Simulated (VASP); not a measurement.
Crystal: Ca2BPb.

```xyz
4
Lattice="4.2637 0.0000 0.0000 0.0000 4.2637 0.0000 0.0000 0.0000 4.5350" Properties=species:S:1:pos:R:3 pbc="T T T"
Ca    2.1318    0.0000    2.2675
Ca    0.0000    2.1318    2.2675
B     0.0000    0.0000    0.0000
Pb    2.1318    2.1318    0.0000
```

The cell was built from a structure type or drawn by symmetry, and may not be a known phase.

| Property | Result |
| --- | --- |
| Program | VASP 6.6.1 |
| Task | relaxation of cell and atoms |
| Functional | PBE |
| Potentials or basis | VASP PAW PBE potentials, release 64 (Ca_sv, B, Pb_d) |
| Cutoff | 600 eV |
| k mesh | 4 × 4 × 4 |
| Occupations | gaussian, width 0.1 eV |
| Spin | no spin polarisation |

At the start: pressure 6.0 GPa; volume 20.61 Å³/atom.

**Question.** How do energy, volume and symmetry change on relaxing?

**Answer.** Over 14 steps the energy falls by 167.5 meV/atom and the volume is 24.53 Å³/atom (+19.0 %); space group P4/mmm (No. 123, to 0.1 Å) before and after.

Step by step:
| step | energy change (eV) | largest force (eV/Å) | pressure (GPa) | volume (Å³) |
| --- | --- | --- | --- | --- |
| 1 | 0.0000 | 0.0000 | 5.96 | 82.44 |
| 2 | -0.2748 | 0.0000 | 0.79 | 91.88 |
| 3 | -0.3082 | 0.0000 | -0.84 | 96.21 |
| 4 | -0.3092 | 0.0000 | -1.16 | 97.14 |
| 5 | -0.3692 | 0.0000 | -0.45 | 96.27 |
| 6 | -0.3923 | 0.0000 | 0.13 | 95.63 |
| 7 | -0.4793 | 0.0000 | 1.18 | 94.18 |
| 8 | -0.5822 | 0.0000 | 3.97 | 90.63 |
| 9 | -0.5948 | 0.0000 | 3.20 | 91.61 |
| 10 | -0.5941 | 0.0000 | 3.48 | 91.25 |
| 11 | -0.6198 | 0.0000 | 2.88 | 92.47 |
| 12 | -0.6237 | 0.0000 | 2.49 | 93.34 |
| 13 | -0.6458 | 0.0000 | 1.76 | 94.67 |
| 14 | -0.6699 | 0.0000 | 0.06 | 98.14 |

Final structure:
```xyz
4
Lattice="5.0414 0.0000 0.0000 0.0000 5.0414 0.0000 0.0000 0.0000 3.8612" Properties=species:S:1:pos:R:3 pbc="T T T"
Ca    2.5207    0.0000    1.9306
Ca    0.0000    2.5207    1.9306
B     0.0000    0.0000    0.0000
Pb    2.5207    2.5207    0.0000
```

Caveat: the k points lie up to 0.41 Å⁻¹ apart in the final cell, too coarse for converged energies and pressures of a metal; the volume moved by over 15 % at a fixed basis, so the end points are rough.
